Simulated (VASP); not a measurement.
# FeGe (P1) in VASP: notebook

Runs on FeGe. Level: r2SCAN. Tasks: single point.

All numbers are computed with VASP 6.6.1; they aren't measurements. Logs are shortened: lines on timing, memory, paths and dates and some standing lists are left out, and cuts for length are marked.

**1. The cell of the first run**

The typed cell holds 2 atoms: a = 3.016 Å, b = 3.016 Å, c = 3.016 Å, α = 90.00°, β = 90.00°, γ = 90.00°.

**2. Single point, r2SCAN, collinear spin, ferromagnetic start**

Contents of POSCAR:

```
FeGe
1.0
    3.0161717160      0.0000000000      0.0000000000
    0.0000000000      3.0161717160      0.0000000000
    0.0000000000      0.0000000000      3.0161717160
Fe Ge
1 1
Direct
    0.0000000000      0.0000000000      0.0000000000
    0.4633440200      0.4507515000      0.4535288900
```

Contents of INCAR.step1:

```
PREC = Accurate
ENCUT = 520
ISMEAR = 0
SIGMA = 0.05
LREAL = F
LASPH = T
NELM = 150
ISPIN = 2
MAGMOM = 2 0
LMAXMIX = 4
NBANDS = 22
GGA = PE
ALGO = Normal
EDIFF = 1E-4
LWAVE = T
LCHARG = F
```

Contents of INCAR.step2:

```
PREC = Accurate
ENCUT = 520
EDIFF = 1E-7
ISMEAR = 0
SIGMA = 0.05
LREAL = F
LASPH = T
NELM = 150
ALGO = Normal
ISIF = 2
LWAVE = F
LCHARG = T
ISPIN = 2
MAGMOM = 2 0
LORBIT = 11
LMAXMIX = 4
METAGGA = R2SCAN
LMIXTAU = T
LELF = T
LVHAR = T
NBANDS = 22
ISTART = 1
```

Contents of KPOINTS:

```
regular mesh
0
Gamma
  3 3 3
```

Potentials or basis: VASP PAW PBE potentials, release 64 (Fe, Ge_d).

Command:

```console
$ cat potpaw_PBE.64/Fe/POTCAR potpaw_PBE.64/Ge_d/POTCAR > POTCAR
$ cp INCAR.step1 INCAR
$ mpirun -np 1 vasp_std > vasp.out
$ cp INCAR.step2 INCAR
$ mpirun -np 1 vasp_std > vasp.out
```

OUTCAR:

```text
PREC = Accurate
   ENCUT = 520
   EDIFF = 1E-7
   ISMEAR = 0
   LREAL = F
   LASPH = T
   NELM = 150
   ISIF = 2
   ISPIN = 2
   LORBIT = 11
   METAGGA = R2SCAN
   ISTART = 1

 ion  position               nearest neighbor table
   1  0.000  0.000  0.000-   2 2.38   2 2.52   2 2.55   2 2.56   2 2.68   2 2.69   2 2.72   2 2.84

   2  0.463  0.451  0.454-   1 2.38   1 2.52   1 2.55   1 2.56   1 2.68   1 2.69   1 2.72   1 2.84

  LATTYP: Found a simple cubic cell.
 ALAT       =     3.0161717160

  Lattice vectors:

 A1 = (   3.0161717160,   0.0000000000,   0.0000000000)
 A2 = (   0.0000000000,   3.0161717160,   0.0000000000)
 A3 = (   0.0000000000,   0.0000000000,   3.0161717160)

Analysis of symmetry for initial positions (statically):
=====================================================================
 Subroutine PRICEL returns:
 Original cell was already a primitive cell.

 Routine SETGRP: Setting up the symmetry group for a
 simple cubic supercell.

 Subroutine GETGRP returns: Found  1 space group operations
 (whereof  1 operations were pure point group operations)
 out of a pool of 48 trial point group operations.

The static configuration has the point symmetry C_1 .

Analysis of symmetry for dynamics (positions and initial velocities):
=====================================================================
 Subroutine PRICEL returns:
 Original cell was already a primitive cell.

 Routine SETGRP: Setting up the symmetry group for a
 simple cubic supercell.

 Subroutine GETGRP returns: Found  1 space group operations
 (whereof  1 operations were pure point group operations)
 out of a pool of 48 trial point group operations.

The dynamic configuration has the point symmetry C_1 .

Analysis of structural, dynamic, and magnetic symmetry:
=====================================================================
 Subroutine PRICEL returns:
 Original cell was already a primitive cell.

 Routine SETGRP: Setting up the symmetry group for a
 simple cubic supercell.

 Subroutine GETGRP returns: Found  1 space group operations
 (whereof  1 operations were pure point group operations)
 out of a pool of 48 trial point group operations.

The overall configuration has the point symmetry C_1 .

 Subroutine INISYM returns: Found  1 space group operations
 (whereof  1 operations are pure point group operations),
 and found     1 'primitive' translations

----------------------------------------------------------------------------------------

                                     Primitive cell

  volume of cell :      27.4390

  direct lattice vectors                    reciprocal lattice vectors
     3.016171716  0.000000000  0.000000000     0.331546110  0.000000000  0.000000000
     0.000000000  3.016171716  0.000000000     0.000000000  0.331546110  0.000000000
     0.000000000  0.000000000  3.016171716     0.000000000  0.000000000  0.331546110

  length of vectors
     3.016171716  3.016171716  3.016171716     0.331546110  0.331546110  0.331546110

  position of ions in fractional coordinates (direct lattice)
     0.000000000  0.000000000  0.000000000
     0.463344020  0.450751500  0.453528890

  ion indices of the primitive-cell ions
   primitive index   ion index
                 1           1
                 2           2

----------------------------------------------------------------------------------------

 KPOINTS: regular mesh

Automatic generation of k-mesh.
 Grid dimensions read from file:
 generate k-points for:    3    3    3

 Generating k-lattice:

  Cartesian coordinates                     Fractional coordinates (reciprocal lattice)
     0.110515370  0.000000000  0.000000000     0.333333333  0.000000000  0.000000000
     0.000000000  0.110515370  0.000000000     0.000000000  0.333333333  0.000000000
     0.000000000  0.000000000  0.110515370     0.000000000  0.000000000  0.333333333

  Length of vectors
     0.110515370  0.110515370  0.110515370

  Shift w.r.t. Gamma in fractional coordinates (k-lattice)
     0.000000000  0.000000000  0.000000000

 Subroutine IBZKPT returns following result:
 ===========================================

 Found     14 irreducible k-points:

 Following reciprocal coordinates:
            Coordinates               Weight
  0.000000  0.000000  0.000000      1.000000
  0.333333  0.000000  0.000000      2.000000
  0.000000  0.333333  0.000000      2.000000
  0.000000  0.000000  0.333333      2.000000
  0.333333  0.333333  0.000000      2.000000
  0.000000  0.333333  0.333333      2.000000
  0.333333  0.000000  0.333333      2.000000
 -0.333333  0.333333  0.000000      2.000000
 -0.333333  0.000000  0.333333      2.000000
  0.000000 -0.333333  0.333333      2.000000
  0.333333  0.333333  0.333333      2.000000
 -0.333333  0.333333  0.333333      2.000000
 -0.333333 -0.333333  0.333333      2.000000
  0.333333 -0.333333  0.333333      2.000000
   k-points           NKPTS =     14   k-points in BZ     NKDIM =     14   number of bands    NBANDS=     22
   number of dos      NEDOS =    301   number of ions     NIONS =      2
   total plane-waves  NPLWV =  13824
   dimension x,y,z NGX =    24 NGY =   24 NGZ =   24
   dimension x,y,z NGXF=    48 NGYF=   48 NGZF=   48
   ions per type =               1   1
   NGX,Y,Z   is equivalent  to a cutoff of  13.23, 13.23, 13.23 a.u.
   NGXF,Y,Z  is equivalent  to a cutoff of  26.46, 26.46, 26.46 a.u.
 SYSTEM =  unknown system
   PREC   = accura    normal or accurate (medium, high low for compatibility)
   ISTART =      1    job   : 0-new  1-cont  2-samecut
   ICHARG =      0    charge: 1-file 2-atom 10-const
   ISPIN  =      2    spin polarized calculation?
   LNONCOLLINEAR =      F non collinear calculations
   LSORBIT =      F    spin-orbit coupling
   LASPH  =      T    aspherical Exc in radial PAW
   ENCUT  =  520.0 eV  38.22 Ry    6.18 a.u.   5.61  5.61  5.61*2*pi/ulx,y,z
   NELM   =    150;   NELMIN=  2; NELMDL=  0     # of ELM steps
   EDIFF  = 0.1E-06   stopping-criterion for ELM
   LREAL  =      F    real-space projection
   EDIFFG = 0.1E-05   stopping-criterion for IOM
   NSW    =      0    number of steps for IOM
   IBRION =     -1    ionic relax: 0-MD 1-quasi-New 2-CG
   NFREE  =      0    steps in history (QN), initial steepest desc. (CG)
   ISIF   =      2    stress and relaxation
   ISYM   =      2    0-nonsym 1-usesym 2-fastsym
   POTIM  = 0.5000    time-step for ionic-motion
   TEBEG  =    0.0;   TEEND  =   0.0 temperature during run
   PSTRESS=    0.0 pullay stress
   NELECT =      22.0000    total number of electrons
   NUPDOWN=      -1.0000    fix difference up-down
   EMIN   =  10.00;   EMAX   =-10.00  energy-range for DOS
   EFERMI =   0.00;   METHOD = LEGACY
   ISMEAR =     0;   SIGMA  =   0.05  broadening in eV -4-tet -1-fermi 0-gaus
   EFERMI_NEDOS =   21; number of points for ismear=-14 and -15
   IALGO  =     38    algorithm
   IMIX   =      4    mixing-type and parameters
     AMIX     =   0.40;   BMIX     =  1.00
     AMIX_MAG =   1.60;   BMIX_MAG =  1.00
  volume/ion in A,a.u.               =      13.72        92.58
  Fermi-wavevector in a.u.,A,eV,Ry     =   1.520873  2.874034 31.471026  2.313055
  Thomas-Fermi vector in A             =   2.629665
   LORBIT       =     11    0 simple, 1 ext, 2 COOP (PROOUT), +10 PAW based schemes
   METAGGA = R2SCAN    functional components
   LHFCALC =     F    Hartree Fock is set to
   AEXX    =    0.0000 exact exchange contribution
   IVDW    =     0    specifies the selected vdW correction
   LEPSILON=     F    determine dielectric tensor
   LRPA    =     F    only Hartree local field effects (RPA)
 spin polarized calculation
 Gauss-broadening in eV      SIGMA  =   0.05
  energy-cutoff  :      520.00
  volume of cell :       27.44
 maximum number of plane-waves:       748
 NGX is ok and might be reduce to    24
   NGX = 11   NGY = 11   NGZ = 11

 number of electron      22.0000003 magnetization      -0.0000000

 number of electron      22.0000003 magnetization       0.0000000

 Free energy of the ion-electron system (eV)
  ---------------------------------------------------
  ext. energy  EPLUGINS =         0.00000000
  ---------------------------------------------------
  free energy    TOTEN  =       -27.25396803 eV

  energy without entropy =      -27.25396803  energy(sigma->0) =      -27.25396803

 E-fermi :   7.1506     XC(G=0): -13.8096

 val. band max:        6.8104600020   @ k =   0.3333   0.0000   0.0000
 cond. band min:       7.4410927481   @ k =   0.3333  -0.3333   0.3333
 fundamental gap:      0.6306327461
 Fermi energy:         7.1505877798

 spin component 1

 k-point     1 :       0.0000    0.0000    0.0000
  band No.  band energies     occupation
      1     -18.2876      1.00000
      2     -18.2853      1.00000
      3     -18.2043      1.00000
      4     -18.1939      1.00000
      5     -18.1918      1.00000
      6      -6.1469      1.00000
[... 14 lines left out ...]
     21      29.3900      0.00000
     22      29.3989      0.00000
[... 301 lines left out ...]
 k-point    14 :       0.3333   -0.3333    0.3333
  band No.  band energies     occupation
      1     -18.2495      1.00000
      2     -18.2415      1.00000
      3     -18.2393      1.00000
      4     -18.1775      1.00000
      5     -18.1749      1.00000
      6      -1.2791      1.00000
[... 14 lines left out ...]
     21      31.8979      0.00000
     22      34.7956      0.00000
 Fermi energy:         7.1505877798

 spin component 2

 k-point     1 :       0.0000    0.0000    0.0000
  band No.  band energies     occupation
      1     -18.2876      1.00000
      2     -18.2853      1.00000
      3     -18.2044      1.00000
      4     -18.1939      1.00000
      5     -18.1918      1.00000
      6      -6.1469      1.00000
[... 14 lines left out ...]
     21      29.3900      0.00000
     22      29.3989      0.00000
[... 302 lines left out ...]
  band No.  band energies     occupation
      1     -18.2495      1.00000
      2     -18.2415      1.00000
      3     -18.2393      1.00000
      4     -18.1775      1.00000
      5     -18.1749      1.00000
      6      -1.2791      1.00000
[... 14 lines left out ...]
     21      31.8979      0.00000
     22      34.7956      0.00000

------------------------ aborting loop because EDIFF is reached ----------------------------------------

  FORCE on cell =-STRESS in cart. coord.  units (eV):
  Direction    XX          YY          ZZ          XY          YZ          ZX
  --------------------------------------------------------------------------------------
  -------------------------------------------------------------------------------------
  Total       -3.6938257     -3.6861551     -3.6884775      0.4683602      0.5794099      0.4451746
  in kB     -215.6844281   -215.2365405   -215.3721462     27.3477959     33.8320488     25.9939766
  external PRESSURE =    -215.4310382 kB  Pullay stress =       0.0000000 kB

 VOLUME and BASIS-vectors are now :
 -----------------------------------------------------------------------------
  energy-cutoff  :      520.00
  volume of cell :       27.44
      direct lattice vectors                 reciprocal lattice vectors
     3.016171716  0.000000000  0.000000000     0.331546110  0.000000000  0.000000000
     0.000000000  3.016171716  0.000000000     0.000000000  0.331546110  0.000000000
     0.000000000  0.000000000  3.016171716     0.000000000  0.000000000  0.331546110

 POSITION                                       TOTAL-FORCE (eV/Angst)
 -----------------------------------------------------------------------------------
      0.00000      0.00000      0.00000        -0.201178     -0.253962     -0.244633
      1.39753      1.35954      1.36792         0.201178      0.253962      0.244633
 -----------------------------------------------------------------------------------
    total drift:                               -0.007033      0.006912      0.005601

  FREE ENERGIE OF THE ION-ELECTRON SYSTEM (eV)
  ---------------------------------------------------
  free  energy   TOTEN  =       -27.2539680287 eV

  energy  without entropy=      -27.2539680287  energy(sigma->0) =      -27.25396803

 total charge

# of ion       s       p       d       tot
------------------------------------------
    1        0.367   0.419   6.413   7.199
    2        1.067   1.160  10.099  12.327
--------------------------------------------------
tot          1.434   1.579  16.512  19.526

 magnetization (x)

# of ion       s       p       d       tot
------------------------------------------
    1        0.000   0.000  -0.000  -0.000
    2        0.000   0.000   0.000   0.000
--------------------------------------------------
tot          0.000   0.000  -0.000  -0.000
```

It took 28 s on 1 thread of Intel Xeon 6975P-C (Granite Rapids), shared host; peak memory 0.16 GiB.

What came out:

```yaml
Free_energy: -27.2540 eV
Pressure: -21.5 GPa
Largest_force: 0.406 eV/Å
Band_gap_on_the_k_mesh: 0.63 eV, indirect (least direct gap 0.77 eV)
Net_moment: 0.00 μB per cell
Valence_electrons_inside_the_program's_atomic_spheres: Fe 7.20; Ge 12.33
```

Forces in eV/Å, atoms in the order of the input:
```
Fe  -0.201 -0.254 -0.245
Ge   0.201  0.254  0.245
```

Caveat: the k points lie up to 0.69 Å⁻¹ apart; the starting moments collapsed, and a magnetic state may lie lower; the PAW data sets were made with another functional, which shifts forces and pressure a little.

**3. Single point, r2SCAN, collinear spin, ferromagnetic start**

Contents of POSCAR:

```
FeGe
1.0
    3.0161728010      0.0000000000      0.0000000000
    0.0000000000      3.0161728010      0.0000000000
    0.0000000000      0.0000000000      3.0161728010
Fe Ge
1 1
Direct
    0.0000000000      0.0000000000      0.0000000000
    0.4633440200      0.4507515000      0.4535288900
```

Contents of INCAR.step1:

```
SYSTEM = FeGe
PREC = Accurate
ENCUT = 520
ISMEAR = 0
SIGMA = 0.05
LREAL = .FALSE.
LASPH = .TRUE.
NELM = 150
ISPIN = 2
MAGMOM = 2 0
LMAXMIX = 4
NBANDS = 22
GGA = PE
ALGO = Normal
EDIFF = 1E-4
LWAVE = .TRUE.
LCHARG = .FALSE.
```

Contents of INCAR.step2:

```
SYSTEM = FeGe
PREC = Accurate
ENCUT = 520
EDIFF = 1E-6
ISMEAR = 0
SIGMA = 0.05
LREAL = .FALSE.
LASPH = .TRUE.
NELM = 150
ALGO = Normal
ISIF = 2
LWAVE = .FALSE.
LCHARG = .TRUE.
ISPIN = 2
MAGMOM = 2 0
LORBIT = 11
LMAXMIX = 4
METAGGA = R2SCAN
LMIXTAU = .TRUE.
LELF = .TRUE.
LVHAR = .TRUE.
NBANDS = 22
ISTART = 1
```

Contents of KPOINTS:

```
Automatic mesh
0
G
  3 3 3
  0 0 0
```

Potentials or basis: VASP PAW PBE potentials, release 64 (Fe, Ge_d).

Command:

```console
$ cat potpaw_PBE.64/Fe/POTCAR potpaw_PBE.64/Ge_d/POTCAR > POTCAR
$ cp INCAR.step1 INCAR
$ mpirun -np 1 vasp_std > vasp.out
$ cp INCAR.step2 INCAR
$ mpirun -np 1 vasp_std > vasp.out
```

Wall time 27 s (1 thread of Intel Xeon 6975P-C (Granite Rapids), shared host); peak memory 0.16 GiB.

The run converged. Its results:

```yaml
Free_energy: -27.2540 eV
Pressure: -21.6 GPa
Largest_force: 0.406 eV/Å
Band_gap_on_the_k_mesh: 0.63 eV, indirect (least direct gap 0.77 eV)
Net_moment: 0.00 μB per cell
Valence_electrons_inside_the_program's_atomic_spheres: Fe 7.20; Ge 12.33
```

Forces in eV/Å, atoms in the order of the input:
```
Fe  -0.201 -0.254 -0.245
Ge   0.201  0.254  0.245
```

Stress tensor (GPa, compression positive):
```
-21.58   2.73   2.60
  2.73 -21.53   3.38
  2.60   3.38 -21.55
```

Levels at points of the mesh, in eV from the valence-band top:
Spin up:
```
           k point  band 9  band 10  band 11  band 12  band 13  band 14
(0.00, 0.00, 0.00)   -0.17    -0.04    -0.03     3.56     3.60     3.63
```
Spin down:
```tsv
k point	band 8	band 9	band 10	band 11	band 12	band 13	band 14	band 15
(0.00, 0.00, 0.00)	-1.85	-0.17	-0.04	-0.03	3.56	3.60	3.63	9.22
```

Caveat: the k points lie up to 0.69 Å⁻¹ apart; the starting moments collapsed, and a magnetic state may lie lower; the PAW data sets were made with another functional, which shifts forces and pressure a little. A k mesh can miss the band edges.

(Continued in part 2 of 2.)
